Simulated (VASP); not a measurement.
Pt:

```xyz
1
Lattice="0.0000 1.9613 1.9613 1.9613 0.0000 1.9613 1.9613 1.9613 0.0000" Properties=species:S:1:pos:R:3 pbc="T T T"
Pt    0.0000    0.0000    0.0000
```

| Property | Result |
| --- | --- |
| Program | VASP 6.6.1 |
| Task | relaxation of cell and atoms |
| Functional | r2SCAN |
| Potentials or basis | VASP PAW PBE potentials, release 64 (Pt) |
| Cutoff | 600 eV |
| k mesh | 17 × 17 × 17 |
| Occupations | fermi-dirac, width 0.08 eV |
| Spin | no spin polarisation |

At the start: pressure 4.8 GPa; volume 15.09 Å³/atom.

Q: How do energy, volume and symmetry change on relaxing?

A: Over 4 steps the energy falls by 3.7 meV/atom and the volume is 15.34 Å³/atom (+1.7 %); space group Fm-3m (No. 225, to 0.1 Å) before and after.

The path:
```csv
step,energy change (eV),largest force (eV/Å),pressure (GPa),volume (Å³)
1,0.0000,0.0000,4.76,15.09
2,0.0242,0.0000,-11.34,16.09
3,-0.0037,0.0000,-0.06,15.35
4,-0.0037,0.0000,0.03,15.34
```

Final structure:
```yaml
crystal:
  lattice:
    - [0.00000, 1.97222, 1.97222]
    - [1.97222, 0.00000, 1.97222]
    - [1.97222, 1.97222, 0.00000]
  atoms:
    - { symbol: Pt, position: [0.00000, 0.00000, 0.00000] }
```

Caveat: the PAW data sets were made with another functional, which shifts forces and pressure a little.
